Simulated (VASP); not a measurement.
Wanted: the native input for a VASP 6.6.1 run.

```
Task                               : single point
Functional                         : HSE06
Potentials or basis                : VASP PAW PBE potentials, release 64 (Li_sv, H)
Cutoff                             : 520 eV
k mesh                             : 4 × 4 × 4
Occupations                        : fermi-dirac, width 0.05 eV
Spin                               : no spin polarisation
Dipole correction                  : no
Grid for exact exchange (PRECFOCK) : Normal
Further INCAR settings             : ALGO = Normal; EDIFF = 1e-06; NBANDS = 9
Share of exact exchange            : 0.25
Screening parameter                : 0.2079 1/Å
```

LiH (rock salt type):

```xyz
2
Lattice="0.0000 2.0100 2.0100 2.0100 0.0000 2.0100 2.0100 2.0100 0.0000" Properties=species:S:1:pos:R:3 pbc="T T T"
Li    0.0346    0.0346    0.0346
H     2.0100    2.0100    2.0100
```

These files were run (other wordings do the same):

POSCAR

```
LiH
1.0
    0.0000000000      2.0100000000      2.0100000000
    2.0100000000      0.0000000000      2.0100000000
    2.0100000000      2.0100000000      0.0000000000
Li H
1 1
Direct
    0.0086171682      0.0086171682      0.0086171682
    0.5000000000      0.5000000000      0.5000000000
```

INCAR.step1

```
SYSTEM = LiH
PREC = Accurate ; ENCUT = 520
EDIFF = 1E-5 ; ISMEAR = -1
SIGMA = 0.05 ; LREAL = .False.
LASPH = .True. ; NELM = 60
ALGO = Normal ; ISIF = 2
LWAVE = .True. ; LCHARG = .False.
GGA = PE ; NBANDS = 9
```

INCAR.step2

```
SYSTEM = LiH
PREC = Accurate ; ENCUT = 520
EDIFF = 1E-6 ; ISMEAR = -1
SIGMA = 0.05 ; LREAL = .False.
LASPH = .True. ; NELM = 60
ALGO = Normal ; ISIF = 2
LWAVE = .False. ; LCHARG = .False.
GGA = PE ; LHFCALC = .True.
HFSCREEN = 0.2079 ; PRECFOCK = Normal
ISTART = 1 ; NBANDS = 9
```

KPOINTS

```
Automatic mesh
0
Gamma
  4 4 4
  0 0 0
```

Potentials or basis: VASP PAW PBE potentials, release 64 (Li_sv, H).

Launch:

```console
$ cat potpaw_PBE.64/Li_sv/POTCAR potpaw_PBE.64/H/POTCAR > POTCAR
$ cp INCAR.step1 INCAR
$ mpirun -np 1 vasp_std > vasp.out
$ cp INCAR.step2 INCAR
$ mpirun -np 1 vasp_std > vasp.out
```

It gave:

```yaml
Largest_force: 0.060 eV/Å
Band_gap_on_the_k_mesh: 4.03 eV
```

Caveat: the k points lie up to 0.68 Å⁻¹ apart; the PAW data sets were made with another functional, which shifts forces and pressure a little.

Run time: 24 s on 1 thread of Intel Xeon 8259CL (shared host), peak memory 0.23 GiB.
